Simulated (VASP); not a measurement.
Here is a VASP 6.6.1 calculation.

File INCAR:

```
SYSTEM = Hg
  ALGO = Fast
  EDIFF = 1E-6
  ENCUT = 520
  GGA = PE
  ISIF = 2
  ISMEAR = 0
  LASPH = .True.
  LCHARG = .False.
  LREAL = .False.
  LWAVE = .False.
  NBANDS = 12
  NELM = 60
  PREC = Accurate
  SIGMA = 0.1
```

Contents of KPOINTS:

```
k-points
0
Gamma
  14 14 14
  0 0 0
```

POSCAR

```
Hg
1.0
    2.1769875393     -2.1294111114      0.0820762883
    2.1769875393      2.1294111114      0.0820762883
   -0.2281566587      0.0000000000      2.8056602689
Hg
1
Direct
    0.5000000000      0.5000000000      0.5000000000
```

Potentials or basis: VASP PAW PBE potentials, release 64 (Hg).

Run with:

```console
$ cat potpaw_PBE.64/Hg/POTCAR > POTCAR
$ mpirun -np 1 vasp_std > vasp.out
```

(1) What does it give for the band gap on the k mesh?

(2) Estimate the pressure.

Answers

(1) zero (bands 6 and 7 overlap by 6.17 eV).

(2) 4.6 GPa.

Caveat: the cell differs from its parent crystal (strained); the cell stands under pressure; spin-orbit coupling is left out, which moves the levels of the heavy elements.
